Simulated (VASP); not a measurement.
Wanted: the native input for a VASP 6.6.1 run.

* Task: single point
* Functional: PBE
* Dispersion: D3(BJ)
* Potentials or basis: VASP PAW PBE potentials, release 64 (Ga_d, Sb)
* Cutoff: 520 eV
* k mesh: 12 × 12 × 12
* Occupations: gaussian, width 0.15 eV
* Spin: no spin polarisation
* Dipole correction: no
* Further INCAR settings: ALGO = Normal; EDIFF = 1e-06; NBANDS = 22

The structure of GaSb3 lies in POSCAR:

```
GaSb3
1.0
    0.0000000000      3.6478901005      3.6478901005
    3.6478901005      0.0000000000      3.6478901005
    3.6478901005      3.6478901005      0.0000000000
Ga Sb
1 3
Direct
    0.0000000000      0.0000000000      0.0000000000
    0.2568532766      0.2431467234      0.2568532766
    0.7568532766      0.7431467234      0.7568532766
    0.5068532766      0.4931467234      0.5068532766
```

This cell differs from its parent crystal: all Sb atoms moved +0.050 Å, as atom 2 along Cartesian [0 1 0].

These files were run (other wordings do the same):

INCAR

```
PREC = Accurate
ENCUT = 520
EDIFF = 1E-6
ISMEAR = 0
SIGMA = 0.15
LREAL = False
LASPH = True
NELM = 100
ALGO = Normal
ISIF = 2
LWAVE = False
LCHARG = True
GGA = PE
IVDW = 12
LELF = True
LVHAR = True
NBANDS = 22
```

KPOINTS

```
Automatic mesh
0
Gamma
  12 12 12
```

Potentials or basis: VASP PAW PBE potentials, release 64 (Ga_d, Sb).

The run is started by

```console
$ cat potpaw_PBE.64/Ga_d/POTCAR potpaw_PBE.64/Sb/POTCAR > POTCAR
$ mpirun -np 1 vasp_std > vasp.out
```

Results of the run:

The pressure is 0.3 GPa. The largest force is 0.089 eV/Å, the band gap on the k mesh is zero (band 14 reaches 9.83 eV, above the bottom of band 15 at 5.70 eV) and the dispersion energy per atom is -0.479 eV.

Caveat: the cell differs from its parent crystal (all Sb atoms moved +0.050 Å, as atom 2 along Cartesian [0 1 0]); spin-orbit coupling is left out, which moves the levels of the heavy elements; pairwise dispersion overbinds metals, which lowers pressure and volume.

Wall time 110 s on 1 thread of Intel(R) Xeon(R) 6975P-C (Granite Rapids), with other jobs on the host, peak memory 0.49 GiB.
